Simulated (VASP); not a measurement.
# Mo in VASP: a series of runs

Mo is run at these levels: PBE; tasks: single point.

Program: VASP 6.6.1. These are calculated values, not measurements. Logs are shortened: lines on timing, memory, paths and dates and some standing lists are left out, and cuts for length are marked.

**1. The cell of the first run**

The typed cell holds 3 atoms: a = 7.735 Å, b = 7.735 Å, c = 2.736 Å, α = 61.88°, β = 160.51°, γ = 120.00°.

**2. Single point, PBE**

Input file INCAR:

```
ALGO     = Fast           # electronic algorithm
EDIFF    = 1E-7           # SCF threshold, eV
ENCUT    = 520            # plane-wave cutoff, eV
GGA      = PE             # functional
ISIF     = 2              # what is computed and relaxed
ISMEAR   = 0              # smearing method
LASPH    = True           # aspherical terms in the spheres
LCHARG   = True           # write CHGCAR
LELF     = True           # ELF
LREAL    = False          # projectors in reciprocal space
LVHAR    = True         
LWAVE    = False          # write WAVECAR
NBANDS   = 28             # bands
NELM     = 100            # most SCF steps
PREC     = Accurate       # precision mode
SIGMA    = 0.1            # smearing width, eV
```

Input file KPOINTS:

```
k-points
0
Gamma
  6 6 37
```

Input file POSCAR:

```
Mo
1.0
    7.7354120515      0.0000000000     -0.0015993334
   -3.8677060257      6.6990634885      0.0007996667
   -2.5786594915      0.0000000000      0.9132991610
Mo
3
Direct
    0.3333333333      0.6666666667      0.0000000000
    0.0000000000      0.0000000000      0.0000000000
    0.6666666667      0.3333333333      0.0000000000
```

Potentials or basis: VASP PAW PBE potentials, release 64 (Mo_sv).

Started as:

```
$ cat potpaw_PBE.64/Mo_sv/POTCAR > POTCAR
$ mpirun -np 1 vasp_std > vasp.out
```

OUTCAR:

```text
EDIFF = 1E-7
   ENCUT = 520
   GGA = PE
   ISIF = 2
   ISMEAR = 0
   LASPH = True
   LREAL = False
   NELM = 100
   PREC = Accurate

 ion  position               nearest neighbor table
   1  0.333  0.667  0.000-   2 2.74   2 2.74   3 2.74   3 2.74
   2  0.000  0.000  0.000-   1 2.74   3 2.74   3 2.74   1 2.74
   3  0.667  0.333  0.000-   2 2.74   2 2.74   1 2.74   1 2.74

  LATTYP: Found a base centered monoclinic cell.
 ALAT       =     3.1586682602
 B/A-ratio  =     4.2417012086
 C/A-ratio  =     0.8660665606
 COS(beta)  =    -0.5764735614

  Lattice vectors:

 A1 = (   1.2890465342,  -6.6990634885,   0.9124994943)
 A2 = (   1.2890465343,   6.6990634885,   0.9124994943)
 A3 = (  -2.5786594915,   0.0000000000,   0.9132991610)

Analysis of symmetry for initial positions (statically):
=====================================================================
 Subroutine PRICEL returns following result:

  LATTYP: Found a base centered monoclinic cell.
 ALAT       =     3.1586682593
 B/A-ratio  =     1.4139004034
 C/A-ratio  =     0.8660665608
 COS(beta)  =    -0.5764735612

  Lattice vectors:

 A1 = (   1.2890465338,  -2.2330211626,   0.9124994943)
 A2 = (   1.2890465335,   2.2330211633,   0.9124994943)
 A3 = (  -2.5786594915,   0.0000000000,   0.9132991610)

   3 primitive cells build up your supercell.

 Routine SETGRP: Setting up the symmetry group for a
 base centered monoclinic supercell.

 Subroutine GETGRP returns: Found  4 space group operations
 (whereof  4 operations were pure point group operations)
 out of a pool of  4 trial point group operations.

The static configuration has the point symmetry C_2h.

Analysis of symmetry for dynamics (positions and initial velocities):
=====================================================================
 Subroutine PRICEL returns following result:

  LATTYP: Found a base centered monoclinic cell.
 ALAT       =     3.1586682593
 B/A-ratio  =     1.4139004034
 C/A-ratio  =     0.8660665608
 COS(beta)  =    -0.5764735612

  Lattice vectors:

 A1 = (   1.2890465338,  -2.2330211626,   0.9124994943)
 A2 = (   1.2890465335,   2.2330211633,   0.9124994943)
 A3 = (  -2.5786594915,   0.0000000000,   0.9132991610)

[... 99 lines left out ...]
   ISTART =      0    job   : 0-new  1-cont  2-samecut
   ICHARG =      2    charge: 1-file 2-atom 10-const
   ISPIN  =      1    spin polarized calculation?
   LNONCOLLINEAR =      F non collinear calculations
   LSORBIT =      F    spin-orbit coupling
   LASPH  =      T    aspherical Exc in radial PAW
   ENCUT  =  520.0 eV  38.22 Ry    6.18 a.u.  14.38 14.38  5.09*2*pi/ulx,y,z
   NELM   =    100;   NELMIN=  2; NELMDL= -5     # of ELM steps
   EDIFF  = 0.1E-06   stopping-criterion for ELM
   LREAL  =      F    real-space projection
   EDIFFG = 0.1E-05   stopping-criterion for IOM
   NSW    =      0    number of steps for IOM
   IBRION =     -1    ionic relax: 0-MD 1-quasi-New 2-CG
   NFREE  =      0    steps in history (QN), initial steepest desc. (CG)
   ISIF   =      2    stress and relaxation
   ISYM   =      2    0-nonsym 1-usesym 2-fastsym
   POTIM  = 0.5000    time-step for ionic-motion
   TEBEG  =    0.0;   TEEND  =   0.0 temperature during run
   PSTRESS=    0.0 pullay stress
   NELECT =      42.0000    total number of electrons
   NUPDOWN=      -1.0000    fix difference up-down
   EMIN   =  10.00;   EMAX   =-10.00  energy-range for DOS
   EFERMI =   0.00;   METHOD = LEGACY
   ISMEAR =     0;   SIGMA  =   0.10  broadening in eV -4-tet -1-fermi 0-gaus
   EFERMI_NEDOS =   21; number of points for ismear=-14 and -15
   IALGO  =     68    algorithm
   IMIX   =      4    mixing-type and parameters
     AMIX     =   0.40;   BMIX     =  1.00
     AMIX_MAG =   1.60;   BMIX_MAG =  1.00
  volume/ion in A,a.u.               =      15.77       106.40
  Fermi-wavevector in a.u.,A,eV,Ry     =   1.573520  2.973522 33.687550  2.475965
  Thomas-Fermi vector in A             =   2.674792
   LORBIT       =      0    0 simple, 1 ext, 2 COOP (PROOUT), +10 PAW based schemes
   GGA     = PE    functional components
   LHFCALC =     F    Hartree Fock is set to
   AEXX    =    0.0000 exact exchange contribution
   IVDW    =     0    specifies the selected vdW correction
   LEPSILON=     F    determine dielectric tensor
   LRPA    =     F    only Hartree local field effects (RPA)
 non-spin polarized calculation
 RMM-DIIS sequential band-by-band and
 Gauss-broadening in eV      SIGMA  =   0.10
  energy-cutoff  :      520.00
  volume of cell :       47.30
 maximum number of plane-waves:      1293
 NGX is ok and might be reduce to    60
   NGX = 29   NGY = 29   NGZ = 11

 number of electron      42.0000005 magnetization

 Free energy of the ion-electron system (eV)
  ---------------------------------------------------
  ext. energy  EPLUGINS =         0.00000000
  ---------------------------------------------------
  free energy    TOTEN  =       -32.81339854 eV

  energy without entropy =      -32.80559638  energy(sigma->0) =      -32.80949746

 E-fermi :  12.4873     XC(G=0): -13.3426

 val. band max:       12.4794791083   @ k =   0.0000   0.3333   0.2162
 cond. band min:      12.4977255665   @ k =  -0.1667   0.5000   0.3514
 fundamental gap:      0.0182464582
 Fermi energy:        12.4873246755

 k-point     1 :       0.0000    0.0000    0.0000
  band No.  band energies     occupation
      1     -48.8273      2.00000
      2     -48.6360      2.00000
      3     -48.6360      2.00000
      4     -23.1502      2.00000
      5     -23.1502      2.00000
      6     -22.4434      2.00000
[... 733 lines left out ...]
     27      14.8226      0.00000
     28      14.8226      0.00000

 [... further k-points ...]

------------------------ aborting loop because EDIFF is reached ----------------------------------------

  FORCE on cell =-STRESS in cart. coord.  units (eV):
  Direction    XX          YY          ZZ          XY          YZ          ZX
  --------------------------------------------------------------------------------------
  -------------------------------------------------------------------------------------
  Total        0.3616868      0.2800506      0.1502349      0.0000000      0.0000000     -0.0003251
  in kB       12.2514136      9.4861514      5.0889069      0.0000000      0.0000000     -0.0110133
  external PRESSURE =       8.9421573 kB  Pullay stress =       0.0000000 kB

 VOLUME and BASIS-vectors are now :
 -----------------------------------------------------------------------------
  energy-cutoff  :      520.00
  volume of cell :       47.30
      direct lattice vectors                 reciprocal lattice vectors
     7.735412051  0.000000000 -0.001599333     0.129351106  0.074637298  0.365217085
    -3.867706026  6.699063489  0.000799667     0.000000000  0.149274597  0.000000000
    -2.578659491  0.000000000  0.913299161     0.000226515 -0.000000000  1.095571031

 POSITION                                       TOTAL-FORCE (eV/Angst)
 -----------------------------------------------------------------------------------
     -0.00000      4.46604      0.00000        -0.000000      0.000000     -0.000000
      0.00000      0.00000      0.00000         0.000000     -0.000000      0.000000
      3.86771      2.23302     -0.00080        -0.000000     -0.000000      0.000000
 -----------------------------------------------------------------------------------
    total drift:                                0.000000      0.000000     -0.000000

  FREE ENERGIE OF THE ION-ELECTRON SYSTEM (eV)
  ---------------------------------------------------
  free  energy   TOTEN  =       -32.8133985438 eV

  energy  without entropy=      -32.8055963800  energy(sigma->0) =      -32.80949746
```

OSZICAR:

```text
N       E                     dE             d eps       ncg     rms          rms(c)
DAV:   1     0.463426632859E+03    0.46343E+03   -0.25706E+04 21912   0.157E+03
DAV:   2    -0.213836818320E+02   -0.48481E+03   -0.47377E+03 24052   0.491E+02
DAV:   3    -0.346506742981E+02   -0.13267E+02   -0.12898E+02 27340   0.778E+01
DAV:   4    -0.348109171792E+02   -0.16024E+00   -0.15879E+00 24788   0.739E+00
DAV:   5    -0.348124206597E+02   -0.15035E-02   -0.15027E-02 24500   0.750E-01    0.250E+01
RMM:   6    -0.330361054272E+02    0.17763E+01   -0.35312E+00 21931   0.130E+01    0.747E+00
RMM:   7    -0.328121160518E+02    0.22399E+00   -0.16649E+00 22849   0.726E+00    0.210E+00
RMM:   8    -0.328137133993E+02   -0.15973E-02   -0.13508E-01 24691   0.228E+00    0.757E-01
RMM:   9    -0.328128619911E+02    0.85141E-03   -0.36070E-02 25028   0.904E-01    0.864E-02
RMM:  10    -0.328134551611E+02   -0.59317E-03   -0.65059E-03 27169   0.357E-01    0.106E-01
RMM:  11    -0.328134070215E+02    0.48140E-04   -0.51213E-04 25927   0.142E-01    0.447E-02
RMM:  12    -0.328133947449E+02    0.12277E-04   -0.13640E-04 25611   0.779E-02    0.101E-02
RMM:  13    -0.328133978848E+02   -0.31399E-05   -0.23498E-05 28012   0.264E-02    0.438E-03
RMM:  14    -0.328133983053E+02   -0.42048E-06   -0.38622E-06 27932   0.105E-02    0.330E-03
RMM:  15    -0.328133981103E+02    0.19497E-06   -0.10490E-06 21042   0.558E-03    0.139E-03
RMM:  16    -0.328133985541E+02   -0.44378E-06   -0.30474E-07 16934   0.295E-03    0.248E-04
RMM:  17    -0.328133985438E+02    0.10298E-07   -0.79035E-08 15232   0.132E-03
   1 F= -.32813399E+02 E0= -.32809497E+02  d E =-.780216E-02
```

Run time: 9.6 min. Hardware: 1 thread of Intel Xeon 6975P-C (Granite Rapids), shared host; peak memory 0.53 GiB.

What came out:

| Item | Value |
| --- | --- |
| Free energy | -32.8134 eV |
| Pressure | 0.9 GPa |
| Band gap on the k mesh | zero (bands 21 and 22 overlap by 2.49 eV) |

Stress tensor (GPa, compression positive):
```
1.23 0.00 0.00
0.00 0.95 0.00
0.00 0.00 0.51
```

**3. Single point, PBE**

Input file INCAR:

```
SYSTEM = Mo
PREC = Accurate
ENCUT = 520
EDIFF = 1E-6
ISMEAR = 0
SIGMA = 0.1
LREAL = .FALSE.
LASPH = .TRUE.
NELM = 100
ALGO = Fast
ISIF = 2
LWAVE = .FALSE.
LCHARG = .TRUE.
GGA = PE
LELF = .TRUE.
LVHAR = .TRUE.
NBANDS = 28
```

Input file KPOINTS:

```
regular mesh
0
G
  6 6 37
  0 0 0
```

POSCAR is that of step 2.

Potentials or basis: VASP PAW PBE potentials, release 64 (Mo_sv).

Started as:

```
$ cat potpaw_PBE.64/Mo_sv/POTCAR > POTCAR
$ mpirun -np 1 vasp_std > vasp.out
```

Wall time 7.1 min (1 thread of Intel Xeon 6975P-C (Granite Rapids), shared host); peak memory 0.53 GiB.

The run converged. Its results:

```yaml
Free_energy: -32.8134 eV
Pressure: 0.9 GPa
Band_gap_on_the_k_mesh: zero (bands 21 and 22 overlap by 2.49 eV)
```

Stress tensor (GPa, compression positive):
```
1.20 0.00 0.00
0.00 0.93 0.00
0.00 0.00 0.49
```

Levels at points of the mesh, in eV from the Fermi level:
| k point | band 19 | band 20 | band 21 | band 22 | band 23 | band 24 |
| --- | --- | --- | --- | --- | --- | --- |
| (0.00, 0.00, 0.00) | -1.39 | -1.37 | -0.74 | -0.74 | 1.40 | 1.40 |
| (0.50, 0.00, 0.00) | -0.97 | -0.97 | 1.38 | 1.38 | 1.56 | 1.64 |
| (0.00, 0.50, 0.00) | -1.56 | -1.56 | -0.28 | -0.28 | 1.04 | 1.04 |

**4. Single point, PBE**

Input file INCAR:

```
ALGO     = Fast           # electronic algorithm
EDIFF    = 1E-6           # SCF threshold, eV
ENCUT    = 520            # plane-wave cutoff, eV
GGA      = PE             # functional
ISIF     = 2              # what is computed and relaxed
ISMEAR   = 0              # smearing method
LASPH    = True           # aspherical terms in the spheres
LCHARG   = False          # write CHGCAR
LREAL    = False          # projectors in reciprocal space
LWAVE    = False          # write WAVECAR
NBANDS   = 28             # bands
NELM     = 60             # most SCF steps
PREC     = Accurate       # precision mode
SIGMA    = 0.1            # smearing width, eV
```

Input file KPOINTS:

```
k-points
0
Gamma
  6 6 37
```

Input file POSCAR:

```
Mo
1.0
    7.7354122168      0.0000000000      0.0000000000
   -3.8677061084      6.6990634885      0.0000000000
   -2.5784707389      0.0000000000      0.9131965061
Mo
3
Direct
    0.3333333333      0.6666666667      0.0000000000
    0.0000000000      0.0000000000      0.0000000000
    0.6666666667      0.3333333333      0.0000000000
```

Potentials or basis: VASP PAW PBE potentials, release 64 (Mo_sv).

Started as:

```
$ cat potpaw_PBE.64/Mo_sv/POTCAR > POTCAR
$ mpirun -np 1 vasp_std > vasp.out
```

OUTCAR:

```text
EDIFF = 1E-6
   ENCUT = 520
   GGA = PE
   ISIF = 2
   ISMEAR = 0
   LASPH = True
   LREAL = False
   NELM = 60
   PREC = Accurate

 ion  position               nearest neighbor table
   1  0.333  0.667  0.000-   2 2.74   3 2.74   2 2.74   3 2.74
   2  0.000  0.000  0.000-   1 2.74   3 2.74   3 2.74   1 2.74
   3  0.667  0.333  0.000-   2 2.74   1 2.74   2 2.74   1 2.74

[... 962 lines left out ...]

  FORCE on cell =-STRESS in cart. coord.  units (eV):
  Direction    XX          YY          ZZ          XY          YZ          ZX
  --------------------------------------------------------------------------------------
  -------------------------------------------------------------------------------------
  Total        0.3259693      0.2502756      0.0874564      0.0000000      0.0000000     -0.0178026
  in kB       11.0363512      8.4735886      2.9610134      0.0000000      0.0000000     -0.6027424
  external PRESSURE =       7.4903177 kB  Pullay stress =       0.0000000 kB

 VOLUME and BASIS-vectors are now :
 -----------------------------------------------------------------------------
  energy-cutoff  :      520.00
  volume of cell :       47.32
      direct lattice vectors                 reciprocal lattice vectors
     7.735412217  0.000000000  0.000000000     0.129275593  0.074637298  0.365018187
    -3.867706108  6.699063489  0.000000000     0.000000000  0.149274597  0.000000000
    -2.578470739  0.000000000  0.913196506     0.000000000  0.000000000  1.095054562

 POSITION                                       TOTAL-FORCE (eV/Angst)
 -----------------------------------------------------------------------------------
     -0.00000      4.46604      0.00000        -0.000000      0.000000     -0.000000
      0.00000      0.00000      0.00000        -0.000000     -0.000000      0.000000
      3.86771      2.23302      0.00000         0.000000     -0.000000      0.000000
 -----------------------------------------------------------------------------------
    total drift:                                0.000000      0.000000     -0.000000

  FREE ENERGIE OF THE ION-ELECTRON SYSTEM (eV)
  ---------------------------------------------------
  free  energy   TOTEN  =       -32.8134628239 eV

  energy  without entropy=      -32.8056244162  energy(sigma->0) =      -32.80954362
```

stdout:

```text
POSCAR found type information on POSCAR Mo
 POSCAR found :  1 types and       3 ions
 scaLAPACK will be used
 LDA part: xc-table for (Slater+PW92), standard interpolation
 POSCAR, INCAR and KPOINTS ok, starting setup
 FFT: planning ... GRIDC
 FFT: planning ... GRID_SOFT
 FFT: planning ... GRID
 WAVECAR not read
 entering main loop
```

It took 7 min on 1 thread of Intel Xeon 6975P-C (Granite Rapids), shared host; peak memory 0.54 GiB.

What came out:

* Free energy: -32.8135 eV
* Pressure: 0.7 GPa
* Band gap on the k mesh: zero (bands 21 and 22 overlap by 2.48 eV)

Stress tensor (GPa, compression positive):
```
 1.10  0.00 -0.06
 0.00  0.85  0.00
-0.06  0.00  0.30
```

Levels at points of the mesh, in eV from the Fermi level:
```tsv
k point	band 19	band 20	band 21	band 22	band 23	band 24
(0.00, 0.00, 0.00)	-1.39	-1.37	-0.74	-0.74	1.40	1.40
(0.50, 0.00, 0.00)	-0.97	-0.97	1.38	1.38	1.55	1.64
(0.00, 0.50, 0.00)	-1.55	-1.55	-0.28	-0.28	1.04	1.04
```

**5. Overview**

```tsv
cell	further INCAR settings	gap on the mesh (eV)	pressure (GPa)
a = 7.735, b = 7.735, c = 2.736 Å, angles 61.9, 160.5, 120.0°, 3 atoms	ALGO = Fast; EDIFF = 1e-07; NBANDS = 28	none	0.9
a = 7.735, b = 7.735, c = 2.736 Å, angles 61.9, 160.5, 120.0°, 3 atoms	ALGO = Fast; EDIFF = 1e-06; NBANDS = 28	none	0.9
a = 7.735, b = 7.735, c = 2.735 Å, angles 61.9, 160.5, 120.0°, 3 atoms	ALGO = Fast; EDIFF = 1e-06; NBANDS = 28	none	0.7
```

Alike in all rows: task single point; level PBE; potentials or basis VASP PAW PBE potentials, release 64 (Mo_sv); no spin polarisation; k mesh 6 × 6 × 37; cutoff (eV) 520; smearing gaussian 0.1 eV.

Total energies depend on the potentials used, so only differences within one code and one set of settings carry meaning.
